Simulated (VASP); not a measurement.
C2SeN2: single point with PBE+D3(BJ)

The system is C2SeN2.

```
C Se N
1.0
     4.55598   -3.72372    0.00000
     4.55598    3.72372    0.00000
     0.00000    0.00000   13.47623
C Se N
8 4 8
Direct
  0.02775 0.33664 0.63973
  0.15507 0.03836 0.30548
  0.70426 0.56704 0.12847
  0.45164 0.86120 0.88785
  0.90791 0.77867 0.38778
  0.65831 0.18039 0.62878
  0.12700 0.53756 0.89641
  0.46047 0.26076 0.06652
  0.72074 0.48659 0.64162
  0.22962 0.75780 0.37283
  0.76184 0.25450 0.09952
  0.21365 0.77710 0.96186
  0.22183 0.29996 0.65881
  0.05512 0.22127 0.29104
  0.64787 0.74417 0.16717
  0.57118 0.94267 0.83243
  0.71746 0.84210 0.41709
  0.63650 0.97537 0.62824
  0.14287 0.35887 0.85968
  0.26252 0.25202 0.04802
```

This cell differs from its parent crystal: dynamics (nvt langevin) at 1500 K, volume x 1.1, from the last frame before.

| Item | Value |
| --- | --- |
| Program | VASP 6.6.1 |
| Task | single point |
| Functional | PBE |
| Dispersion | D3(BJ) |
| Potentials or basis | VASP PAW PBE potentials, release 64 (C, Se, N) |
| Cutoff | 520 eV |
| k mesh | 2 × 2 × 1, shifted |
| Occupations | fermi-dirac, width 0.1293 eV |
| Spin | no spin polarisation |
| Dipole correction | no |
| Further INCAR settings | LREAL = Auto; ALGO = Normal; EDIFF = 1e-06; NBANDS = 64 |

The pressure is 0.7 GPa. The largest force is 6.301 eV/Å, the band gap on the k mesh is 2.67 eV and the dispersion energy per atom is -0.102 eV.

Forces in eV/Å, atoms in the order of the input:
```
C   -0.749  2.353 -0.115
C   -1.470 -3.631  1.632
C   -1.229 -1.331 -0.291
C    0.558 -0.007 -1.820
C    0.187  0.510  0.764
C   -4.754 -3.346  0.145
C    2.179  0.558  0.112
C   -3.056  2.284 -0.537
Se  -1.528 -0.437 -0.416
Se  -0.320 -0.199 -0.317
Se   0.248 -0.713 -0.251
Se   0.899  1.137  1.086
N    1.574 -1.645  0.128
N    1.923  3.850 -1.402
N    1.421  1.614  0.496
N   -1.234 -0.166  1.722
N   -0.231 -0.671 -0.747
N    5.491  3.082 -0.218
N   -2.318 -0.977 -1.300
N    2.407 -2.263  1.329
```

Stress tensor (GPa, compression positive):
```
-1.70  0.10  0.92
 0.10  2.61  0.04
 0.92  0.04  1.31
```

Levels at points of the mesh, in eV from the valence-band top:
| k point | band 44 | band 45 | band 46 | band 47 | band 48 | band 49 | band 50 | band 51 | band 52 | band 53 |
| --- | --- | --- | --- | --- | --- | --- | --- | --- | --- | --- |
| (0.25, 0.25, 0.00) | -0.94 | -0.86 | -0.57 | -0.45 | 0.00 | 2.67 | 3.00 | 3.17 | 3.38 | 3.52 |

Run time: 100 s on 1 thread of AMD EPYC 9R45 96-Core Processor (Zen 5), with other jobs on the host, peak memory 0.47 GiB.

Caveat: the k points lie up to 0.54 Å⁻¹ apart; the atoms stand as in a frame of molecular dynamics; a shifted mesh leaves out Γ, where band edges can lie; forces of over 1 eV/Å act on the atoms, so gaps and moduli don't describe the material at rest. A k mesh can miss the band edges.
